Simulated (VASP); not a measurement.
Runs of VASP 6.6.1 on GeBr. The structure is that of space group P6_3/mmc (No. 194), or close to it. The cells are those of the table. 

```csv
task,cell,k mesh,cutoff (eV),gap on the mesh (eV),pressure (GPa),relaxed volume (Å³/atom)
single point,"a = 4.893, b = 4.893, c = 5.441 Å, angles 90.0, 90.0, 120.0°, 4 atoms",6 × 6 × 4,520,none,-0.2,-
single point,"a = 5.091, b = 5.091, c = 5.029 Å, angles 90.0, 90.0, 120.0°, 4 atoms",6 × 6 × 2,520,none,-0.2,-
relaxation of cell and atoms,"relaxed from a = 4.852, b = 4.852, c = 7.993 Å, angles 90.0, 90.0, 120.0°, 4 atoms",6 × 6 × 2,600,none,0.0,(a)
relaxation of cell and atoms,"relaxed from a = 5.091, b = 5.091, c = 5.029 Å, angles 90.0, 90.0, 120.0°, 4 atoms",6 × 6 × 4,600,none,0.0,28.10
```

Alike in all rows: level PBE; potentials or basis VASP PAW PBE potentials, release 64 (Ge_d, Br); no spin polarisation; smearing gaussian 0.1 eV.

Problem. Fill in the values left out.

Solution. (a) 28.15.

Caveats: some runs use coarse meshes; the volume moved by over 15 % at a fixed basis, so the end points are rough (at least some runs).

A k mesh can miss the band edges, and the runs leave out spin-orbit coupling on Br, Ge.

A gap of «none» marks levels without a gap at the run's occupations.
